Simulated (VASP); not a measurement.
Wanted: the native input for a VASP 6.6.1 run.

```
Task                   : single point
Functional             : PBE
Potentials or basis    : VASP PAW PBE potentials, release 64 (Sn_d, P)
Cutoff                 : 520 eV
k mesh                 : 6 × 6 × 6
Occupations            : gaussian, width 0.1 eV
Spin                   : no spin polarisation
Dipole correction      : no
Further INCAR settings : ALGO = Normal; EDIFF = 1e-06; NBANDS = 19
```

The structure of SnP2 lies in POSCAR:

```
SnP2
1.0
    0.0000000000      3.2298007641      3.2298007641
    3.2298007641      0.0000000000      3.2298007641
    3.2298007641      3.2298007641      0.0000000000
Sn P
1 2
Direct
    0.0000000000      0.0000000000      0.0000000000
    0.2500000000      0.2500000000      0.2500000000
    0.7500000000      0.7500000000      0.7500000000
```

The input as run:

INCAR

```
PREC = Accurate
ENCUT = 520
EDIFF = 1E-6
ISMEAR = 0
SIGMA = 0.1
LREAL = False
LASPH = True
NELM = 100
ALGO = Normal
ISIF = 2
LWAVE = False
LCHARG = True
GGA = PE
LELF = True
LVHAR = True
NBANDS = 19
```

KPOINTS

```
Automatic mesh
0
Gamma
  6 6 6
```

Potentials or basis: VASP PAW PBE potentials, release 64 (Sn_d, P).

Launch:

```bash
$ cat potpaw_PBE.64/Sn_d/POTCAR potpaw_PBE.64/P/POTCAR > POTCAR
$ mpirun -np 1 vasp_std > vasp.out
```

It gave:

| Property | Result |
| --- | --- |
| Pressure | -0.1 GPa |
| Band gap on the k mesh | zero (band 12 reaches 7.88 eV, above the bottom of band 13 at 4.82 eV) |

Caveat: spin-orbit coupling is left out, which moves the levels of the heavy elements.

Run time: 15 s on 1 thread of Intel(R) Xeon(R) Platinum 8488C (Sapphire Rapids), with other jobs on the host, peak memory 0.2 GiB.
